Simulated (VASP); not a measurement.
# Pb (Fm-3m) in VASP: settings compared

Aim: see how the results for Pb move with the level of theory and the settings. Levels: PBE, PBE+D4, PBEsol. Tasks: single point, relaxation of cell and atoms.

Program: VASP 6.6.1. These are calculated values, not measurements. Logs are shortened: lines on timing, memory, paths and dates and some standing lists are left out, and cuts for length are marked.

## (1) The cell of the first run

Symmetry: Fm-3m, No. 225, cubic system. Conventional cell: a = 5.043 Å, b = 5.043 Å, c = 5.043 Å, α = 90.00°, β = 90.00°, γ = 90.00°. Within 4.7 Å of Pb (site symmetry m-3m) lie 12 Pb at 3.57 Å.

## (2) Single point, PBE

File INCAR:

```
SYSTEM = Pb
ALGO     = Normal         ! electronic algorithm
EDIFF    = 1E-6           ! SCF threshold, eV
ENCUT    = 500            ! plane-wave cutoff, eV
GGA      = PE             ! functional
GGA_COMPAT= .False.      
ISIF     = 2              ! what is computed and relaxed
ISMEAR   = 1              ! smearing method
LASPH    = .True.         ! aspherical terms in the spheres
LCHARG   = .False.        ! write CHGCAR
LREAL    = .False.        ! projectors in reciprocal space
LWAVE    = .False.        ! write WAVECAR
NBANDS   = 13             ! bands
NELM     = 120            ! most SCF steps
PREC     = Accurate       ! precision mode
SIGMA    = 0.1            ! smearing width, eV
```

File KPOINTS:

```
k-points
0
Gamma
  8 8 8
  0 0 0
```

File POSCAR:

```
Pb
1.0
    3.5656337043      0.0000000000      0.0000000000
    1.7828168522      3.0879293685      0.0000000000
    1.7828168522      1.0293097895      2.9113277284
Pb
1
Direct
    0.0000000000      0.0000000000      0.0000000000
```

Potentials or basis: VASP PAW PBE potentials, release 64 (Pb_d).

Run with:

```
$ cat potpaw_PBE.64/Pb_d/POTCAR > POTCAR
$ mpirun -np 1 vasp_std > vasp.out
```

OUTCAR:

```text
SYSTEM = Pb
   EDIFF = 1E-6
   ENCUT = 500
   GGA = PE
   ISIF = 2
   ISMEAR = 1
   LASPH = .True.
   LREAL = .False.
   NELM = 120
   PREC = Accurate

 ion  position               nearest neighbor table
   1  0.000  0.000  0.000-

  LATTYP: Found a face centered cubic cell.
 ALAT       =     5.0425675431

  Lattice vectors:

 A1 = (   3.5656337043,   0.0000000000,   0.0000000000)
 A2 = (   1.7828168522,   3.0879293685,   0.0000000000)
 A3 = (   1.7828168522,   1.0293097895,   2.9113277284)

Analysis of symmetry for initial positions (statically):
=====================================================================
 Subroutine PRICEL returns:
 Original cell was already a primitive cell.

 Routine SETGRP: Setting up the symmetry group for a
 face centered cubic supercell.

 Subroutine GETGRP returns: Found 48 space group operations
 (whereof 48 operations were pure point group operations)
 out of a pool of 48 trial point group operations.

The static configuration has the point symmetry O_h .

Analysis of symmetry for dynamics (positions and initial velocities):
=====================================================================
 Subroutine PRICEL returns:
 Original cell was already a primitive cell.

 Routine SETGRP: Setting up the symmetry group for a
 face centered cubic supercell.

 Subroutine GETGRP returns: Found 48 space group operations
 (whereof 48 operations were pure point group operations)
 out of a pool of 48 trial point group operations.

The dynamic configuration has the point symmetry O_h .

 Subroutine INISYM returns: Found 48 space group operations
 (whereof 48 operations are pure point group operations),
 and found     1 'primitive' translations

----------------------------------------------------------------------------------------

                                     Primitive cell

  volume of cell :      32.0550

  direct lattice vectors                    reciprocal lattice vectors
     3.565633704  0.000000000  0.000000000     0.280455056 -0.161920802 -0.114495297
     1.782816852  3.087929369  0.000000000     0.000000000  0.323841604 -0.114495297
     1.782816852  1.029309790  2.911327728     0.000000000  0.000000000  0.343485891

  length of vectors
     3.565633704  3.565633704  3.565633704     0.343485891  0.343485891  0.343485891

  position of ions in fractional coordinates (direct lattice)
     0.000000000  0.000000000  0.000000000

  ion indices of the primitive-cell ions
   primitive index   ion index
                 1           1

----------------------------------------------------------------------------------------

 KPOINTS: k-points

Automatic generation of k-mesh.
 Grid dimensions read from file:
 generate k-points for:    8    8    8

 Generating k-lattice:

  Cartesian coordinates                     Fractional coordinates (reciprocal lattice)
     0.035056882 -0.020240100 -0.014311912     0.125000000  0.000000000  0.000000000
     0.000000000  0.040480201 -0.014311912     0.000000000  0.125000000  0.000000000
     0.000000000  0.000000000  0.042935736     0.000000000  0.000000000  0.125000000

  Length of vectors
     0.042935736  0.042935736  0.042935736

  Shift w.r.t. Gamma in fractional coordinates (k-lattice)
     0.000000000  0.000000000  0.000000000

 Subroutine IBZKPT returns following result:
 ===========================================

 Found     29 irreducible k-points:

 Following reciprocal coordinates:
            Coordinates               Weight
  0.000000  0.000000  0.000000      1.000000
  0.125000 -0.000000  0.000000      8.000000
  0.250000 -0.000000  0.000000      8.000000
  0.375000  0.000000 -0.000000      8.000000
  0.500000 -0.000000  0.000000      4.000000
  0.125000  0.125000  0.000000      6.000000
[... 16 lines left out ...]
  0.500000  0.250000  0.125000     48.000000
 -0.375000  0.250000  0.125000     24.000000
 [... further k-points ...]
   k-points           NKPTS =     29   k-points in BZ     NKDIM =     29   number of bands    NBANDS=     13
   number of dos      NEDOS =    301   number of ions     NIONS =      1
   total plane-waves  NPLWV =  21952
   dimension x,y,z NGX =    28 NGY =   28 NGZ =   28
   dimension x,y,z NGXF=    56 NGYF=   56 NGZF=   56
   ions per type =               1
   NGX,Y,Z   is equivalent  to a cutoff of  13.05, 13.05, 13.05 a.u.
   NGXF,Y,Z  is equivalent  to a cutoff of  26.11, 26.11, 26.11 a.u.
 SYSTEM =  Pb
   PREC   = accura    normal or accurate (medium, high low for compatibility)
   ISTART =      0    job   : 0-new  1-cont  2-samecut
   ICHARG =      2    charge: 1-file 2-atom 10-const
   ISPIN  =      1    spin polarized calculation?
   LNONCOLLINEAR =      F non collinear calculations
   LSORBIT =      F    spin-orbit coupling
   LASPH  =      T    aspherical Exc in radial PAW
   ENCUT  =  500.0 eV  36.75 Ry    6.06 a.u.   6.50  6.50  6.50*2*pi/ulx,y,z
   NELM   =    120;   NELMIN=  2; NELMDL= -5     # of ELM steps
   EDIFF  = 0.1E-05   stopping-criterion for ELM
   LREAL  =      F    real-space projection
   EDIFFG = 0.1E-04   stopping-criterion for IOM
   NSW    =      0    number of steps for IOM
   IBRION =     -1    ionic relax: 0-MD 1-quasi-New 2-CG
   NFREE  =      0    steps in history (QN), initial steepest desc. (CG)
   ISIF   =      2    stress and relaxation
   ISYM   =      2    0-nonsym 1-usesym 2-fastsym
   POTIM  = 0.5000    time-step for ionic-motion
   TEBEG  =    0.0;   TEEND  =   0.0 temperature during run
   PSTRESS=    0.0 pullay stress
   NELECT =      14.0000    total number of electrons
   NUPDOWN=      -1.0000    fix difference up-down
   EMIN   =  10.00;   EMAX   =-10.00  energy-range for DOS
   EFERMI =   0.00;   METHOD = LEGACY
   ISMEAR =     1;   SIGMA  =   0.10  broadening in eV -4-tet -1-fermi 0-gaus
   EFERMI_NEDOS =   21; number of points for ismear=-14 and -15
   IALGO  =     38    algorithm
   IMIX   =      4    mixing-type and parameters
     AMIX     =   0.40;   BMIX     =  1.00
     AMIX_MAG =   1.60;   BMIX_MAG =  1.00
  volume/ion in A,a.u.               =      32.05       216.32
  Fermi-wavevector in a.u.,A,eV,Ry     =   1.242088  2.347206 20.990840  1.542783
  Thomas-Fermi vector in A             =   2.376458
   LORBIT       =      0    0 simple, 1 ext, 2 COOP (PROOUT), +10 PAW based schemes
   GGA     = PE    functional components
   LHFCALC =     F    Hartree Fock is set to
   AEXX    =    0.0000 exact exchange contribution
   IVDW    =     0    specifies the selected vdW correction
   LEPSILON=     F    determine dielectric tensor
   LRPA    =     F    only Hartree local field effects (RPA)
 non-spin polarized calculation
 Methfessel and Paxton  Order N= 1 SIGMA  =   0.10
  energy-cutoff  :      500.00
  volume of cell :       32.05
 maximum number of plane-waves:       869
 NGX is ok and might be reduce to    28
   NGX = 13   NGY = 13   NGZ = 13

 number of electron      14.0000003 magnetization

 Free energy of the ion-electron system (eV)
  ---------------------------------------------------
  ext. energy  EPLUGINS =         0.00000000
  ---------------------------------------------------
  free energy    TOTEN  =        -3.58008172 eV

  energy without entropy =       -3.58052736  energy(sigma->0) =       -3.58023026

 E-fermi :   6.4936     XC(G=0):  -9.9203

 val. band max:        6.4336296963   @ k =   0.3750   0.2500  -0.0000
 cond. band min:       6.7874733215   @ k =  -0.3750   0.2500   0.0000
 fundamental gap:      0.3538436253
 Fermi energy:         6.4936013720

 k-point     1 :       0.0000    0.0000    0.0000
  band No.  band energies     occupation
      1     -10.3585      2.00000
      2     -10.3585      2.00000
      3     -10.3585      2.00000
      4     -10.2410      2.00000
      5     -10.2410      2.00000
      6      -4.7134      2.00000
      7      13.6624      0.00000
      8      13.6624      0.00000
      9      13.6624      0.00000
     10      16.3984      0.00000
     11      17.3141      0.00000
     12      18.7609      0.00000
     13      18.7609      0.00000

 k-point     2 :       0.1250   -0.0000    0.0000
  band No.  band energies     occupation
      1     -10.3586      2.00000
      2     -10.3416      2.00000
      3     -10.3416      2.00000
      4     -10.2402      2.00000
      5     -10.2402      2.00000
      6      -4.4300      2.00000
      7      11.0049      0.00000
      8      13.3368      0.00000
      9      13.3368      0.00000
     10      15.8391      0.00000
     11      18.6032      0.00000
     12      19.3262      0.00000
     13      19.3262      0.00000

 k-point     3 :       0.2500   -0.0000    0.0000
  band No.  band energies     occupation
      1     -10.3625      2.00000
      2     -10.3283      2.00000
      3     -10.3283      2.00000
      4     -10.2101      2.00000
      5     -10.2101      2.00000
      6      -3.5907      2.00000
      7       7.3443     -0.00000
      8      12.6933      0.00000
      9      12.6933      0.00000
     10      15.4133      0.00000
     11      17.9218      0.00000
     12      18.6833      0.00000
     13      18.6833      0.00000

 k-point     4 :       0.3750    0.0000   -0.0000
  band No.  band energies     occupation
      1     -10.3712      2.00000
      2     -10.3411      2.00000
      3     -10.3411      2.00000
      4     -10.1528      2.00000
      5     -10.1528      2.00000
      6      -2.3124      2.00000
      7       4.2617      2.00000
      8      12.1573      0.00000
      9      12.1573      0.00000
     10      15.3778      0.00000
     11      16.6053      0.00000
     12      17.8404      0.00000
     13      17.8404      0.00000

 k-point     5 :       0.5000   -0.0000    0.0000
  band No.  band energies     occupation
      1     -10.3759      2.00000
      2     -10.3489      2.00000
      3     -10.3489      2.00000
      4     -10.1261      2.00000
      5     -10.1261      2.00000
      6      -1.4032      2.00000
      7       2.7399      2.00000
      8      11.9540      0.00000
      9      11.9540      0.00000
     10      15.6600      0.00000
     11      15.8740      0.00000
     12      17.5548      0.00000
     13      17.5548      0.00000
[... 257 lines left out ...]
 k-point    22 :       0.3750    0.2500    0.1250
  band No.  band energies     occupation
      1     -10.3880      2.00000
      2     -10.3201      2.00000
      3     -10.2680      2.00000
      4     -10.2352      2.00000
      5     -10.1669      2.00000
      6      -2.8644      2.00000
      7       7.1869     -0.00000
      8       9.0214      0.00000
      9      11.4533      0.00000
     10      15.5345      0.00000
     11      16.0773      0.00000
     12      18.9662      0.00000
     13      21.5236      0.00000

 k-point    23 :       0.5000    0.2500    0.1250
  band No.  band energies     occupation
      1     -10.3665      2.00000
      2     -10.3369      2.00000
      3     -10.2667      2.00000
      4     -10.1994      2.00000
      5     -10.1454      2.00000
      6      -1.6623      2.00000
      7       4.8997      2.00000
      8       8.1116     -0.00000
      9      10.3478      0.00000
     10      15.3168      0.00000
     11      17.4542      0.00000
     12      18.8113      0.00000
     13      21.4830      0.00000

 k-point    24 :      -0.3750    0.2500    0.1250
  band No.  band energies     occupation
      1     -10.3595      2.00000
      2     -10.3404      2.00000
      3     -10.2540      2.00000
      4     -10.2034      2.00000
      5     -10.1320      2.00000
      6      -0.8602      2.00000
      7       3.6050      2.00000
      8       7.9920     -0.00000
      9       9.8377      0.00000
     10      15.2246      0.00000
     11      17.2552      0.00000
     12      21.4690      0.00000
     13      21.7590      0.00000

 [... further k-points ...]

------------------------ aborting loop because EDIFF is reached ----------------------------------------

  FORCE on cell =-STRESS in cart. coord.  units (eV):
  Direction    XX          YY          ZZ          XY          YZ          ZX
  --------------------------------------------------------------------------------------
  -------------------------------------------------------------------------------------
  Total       -0.0139165     -0.0139165     -0.0139165     -0.0000000      0.0000000     -0.0000000
  in kB       -0.6955773     -0.6955773     -0.6955773     -0.0000000      0.0000000     -0.0000000
  external PRESSURE =      -0.6955773 kB  Pullay stress =       0.0000000 kB

 VOLUME and BASIS-vectors are now :
 -----------------------------------------------------------------------------
  energy-cutoff  :      500.00
  volume of cell :       32.05
      direct lattice vectors                 reciprocal lattice vectors
     3.565633704  0.000000000  0.000000000     0.280455056 -0.161920802 -0.114495297
     1.782816852  3.087929369  0.000000000     0.000000000  0.323841604 -0.114495297
     1.782816852  1.029309790  2.911327728     0.000000000  0.000000000  0.343485891

 POSITION                                       TOTAL-FORCE (eV/Angst)
 -----------------------------------------------------------------------------------
      0.00000      0.00000      0.00000        -0.000000     -0.000000      0.000000
 -----------------------------------------------------------------------------------
    total drift:                               -0.000000     -0.000000     -0.000000

  FREE ENERGIE OF THE ION-ELECTRON SYSTEM (eV)
  ---------------------------------------------------
  free  energy   TOTEN  =        -3.5800817161 eV

  energy  without entropy=       -3.5805273621  energy(sigma->0) =       -3.58023026
```

Wall time 8.2 s (1 thread of Intel Xeon Platinum 8488C (Sapphire Rapids), shared host); peak memory 0.15 GiB.

Results:

```
Free energy            : -3.5801 eV
Pressure               : -0.1 GPa
Band gap on the k mesh : zero (band 7 reaches 13.66 eV, above the bottom of band 8 at 5.41 eV)
```

Caveat: spin-orbit coupling is left out, which moves the levels of the heavy elements.

[end of part 1 of 2]
